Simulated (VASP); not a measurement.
# Ge (P-3m1) in VASP: notebook, part 2 of 2

VASP 6.6.1. The steps go on from the part before.

## 3. Single point, PBE0

Contents of POSCAR:

```
Ge
1.0
    4.0904100000      0.0000000000      0.0000000000
   -2.0452000000      3.5424000000      0.0000000000
    0.0000000000      0.0000000000      3.3265800000
Ge
2
Direct
    0.6666700000      0.3333300000      0.1408600000
    0.3333300000      0.6666700000      0.8591400000
```

Contents of INCAR.step1:

```
SYSTEM = Ge
PREC = Accurate
ENCUT = 520
EDIFF = 1E-5
ISMEAR = -1
SIGMA = 0.05
LREAL = .False.
LASPH = .True.
NELM = 80
ALGO = Normal
ISIF = 2
LWAVE = .True.
LCHARG = .False.
NBANDS = 21
GGA = PE
```

Contents of INCAR.step2:

```
SYSTEM = Ge
PREC = Accurate
ENCUT = 520
EDIFF = 1E-6
ISMEAR = -1
SIGMA = 0.05
LREAL = .False.
LASPH = .True.
NELM = 80
ALGO = Normal
ISIF = 2
LWAVE = .False.
LCHARG = .False.
GGA = PE
LHFCALC = .True.
AEXX = 0.25
PRECFOCK = Normal
NBANDS = 21
ISTART = 1
```

Contents of KPOINTS:

```
regular mesh
0
Gamma
  4 4 5
  0 0 0
```

Potentials or basis: VASP PAW PBE potentials, release 64 (Ge_d).

Run with:

```sh
> cat potpaw_PBE.64/Ge_d/POTCAR > POTCAR
> cp INCAR.step1 INCAR
> mpirun -np 1 vasp_std > vasp.out
> cp INCAR.step2 INCAR
> mpirun -np 1 vasp_std > vasp.out
```

OUTCAR:

```text
SYSTEM = Ge
   PREC = Accurate
   ENCUT = 520
   EDIFF = 1E-6
   ISMEAR = -1
   LREAL = .False.
   LASPH = .True.
   NELM = 80
   ISIF = 2
   GGA = PE
   LHFCALC = .True.
   AEXX = 0.25
   PRECFOCK = Normal
   ISTART = 1

 ion  position               nearest neighbor table
   1  0.667  0.333  0.141-   2 2.54   2 2.54   2 2.54
   2  0.333  0.667  0.859-   1 2.54   1 2.54   1 2.54

  LATTYP: Found a hexagonal cell.
 ALAT       =     4.0904100000
 C/A-ratio  =     0.8132632181

  Lattice vectors:

 A1 = (   4.0904100000,   0.0000000000,   0.0000000000)
 A2 = (  -2.0452000000,   3.5424000000,   0.0000000000)
 A3 = (   0.0000000000,   0.0000000000,   3.3265800000)

Analysis of symmetry for initial positions (statically):
=====================================================================
 Subroutine PRICEL returns:
 Original cell was already a primitive cell.

 Routine SETGRP: Setting up the symmetry group for a
 hexagonal supercell.

 Subroutine GETGRP returns: Found  4 space group operations
 (whereof  4 operations were pure point group operations)
[... 167 lines left out ...]
  free energy    TOTEN  =       -10.79152445 eV

  energy without entropy =      -10.79147903  energy(sigma->0) =      -10.79150174

 E-fermi :   3.9871     XC(G=0):  -7.7563

 val. band max:        3.6850505482   @ k =   0.5000   0.5000   0.0000
 cond. band min:       4.3263115569   @ k =   0.5000   0.0000   0.0000
 fundamental gap:      0.6412610087
 Fermi energy:         3.9870763748

 k-point     1 :       0.0000    0.0000    0.0000
  band No.  band energies     occupation
      1     -24.2599      2.00000
      2     -24.2577      2.00000
      3     -24.2145      2.00000
      4     -24.1953      2.00000
      5     -24.1917      2.00000
      6     -24.1906      2.00000
[... 565 lines left out ...]
     20      17.1259      0.00000
     21      17.2599      0.00000

 [... further k-points ...]

------------------------ aborting loop because EDIFF is reached ----------------------------------------

  FORCE on cell =-STRESS in cart. coord.  units (eV):
  Direction    XX          YY          ZZ          XY          YZ          ZX
  --------------------------------------------------------------------------------------
  -------------------------------------------------------------------------------------
  Total       -1.7857127     -1.5904570     -0.2316363      0.1690954     -0.0011844      0.0020516
  in kB      -59.3553344    -52.8652268     -7.6993633      5.6205655     -0.0393686      0.0681925
  external PRESSURE =     -39.9733082 kB  Pullay stress =       0.0000000 kB

 VOLUME and BASIS-vectors are now :
 -----------------------------------------------------------------------------
  energy-cutoff  :      520.00
  volume of cell :       48.20
      direct lattice vectors                 reciprocal lattice vectors
     4.090410000  0.000000000  0.000000000     0.244474270  0.141146900  0.000000000
    -2.045200000  3.542400000  0.000000000     0.000000000  0.282294490  0.000000000
     0.000000000  0.000000000  3.326580000     0.000000000  0.000000000  0.300609034

 POSITION                                       TOTAL-FORCE (eV/Angst)
 -----------------------------------------------------------------------------------
      2.04523      1.18079      0.46858         0.060590     -0.034981     -0.019646
     -0.00002      2.36161      2.85800        -0.060590      0.034981      0.019646
 -----------------------------------------------------------------------------------
    total drift:                               -0.000000     -0.000001      0.000001

  FREE ENERGIE OF THE ION-ELECTRON SYSTEM (eV)
  ---------------------------------------------------
  free  energy   TOTEN  =       -10.7915244549 eV

  energy  without entropy=      -10.7914790323  energy(sigma->0) =      -10.79150174
```

OSZICAR.step1:

```text
N       E                     dE             d eps       ncg     rms          rms(c)
DAV:   1     0.186768597809E+03    0.18677E+03   -0.14831E+04  1260   0.355E+03
DAV:   2     0.189191041879E+02   -0.16785E+03   -0.16256E+03  1139   0.592E+02
DAV:   3    -0.745751373563E+01   -0.26377E+02   -0.26179E+02  1304   0.142E+02
DAV:   4    -0.838221839550E+01   -0.92470E+00   -0.92403E+00  1277   0.308E+01
DAV:   5    -0.839764791001E+01   -0.15430E-01   -0.15429E-01  1284   0.440E+00    0.233E+00
DAV:   6    -0.836913845537E+01    0.28509E-01   -0.18338E-02  1619   0.215E+00    0.137E+00
DAV:   7    -0.835548209693E+01    0.13656E-01   -0.34505E-02  1616   0.273E+00    0.133E-01
DAV:   8    -0.835636219066E+01   -0.88009E-03   -0.87408E-03  1261   0.120E+00    0.450E-02
DAV:   9    -0.835641685446E+01   -0.54664E-04   -0.36106E-04  1357   0.278E-01    0.232E-02
DAV:  10    -0.835644515217E+01   -0.28298E-04   -0.36951E-05   996   0.678E-02    0.783E-03
DAV:  11    -0.835645164610E+01   -0.64939E-05   -0.12801E-05  1035   0.364E-02
   1 F= -.83564516E+01 E0= -.83532884E+01  d E =-.632658E-02
```

Run time: 73 min. Hardware: 1 thread of Oxide Virtual Turin-like, shared host; peak memory 0.16 GiB.

What came out:

- Free energy: -10.7915 eV
- Pressure: -4.0 GPa
- Largest force: 0.073 eV/Å
- Band gap on the k mesh: zero (bands 14 and 15 overlap by 4.75 eV)

Forces on the atoms (eV/Å):
```
Ge   0.061 -0.035 -0.020
Ge  -0.061  0.035  0.020
```

Caveat: the k points lie up to 0.44 Å⁻¹ apart, too coarse for converged energies and pressures of a metal; the PAW data sets were made with another functional, which shifts forces and pressure a little.

The gap in the log of VASP goes by the Fermi energy; the results here count the filled bands.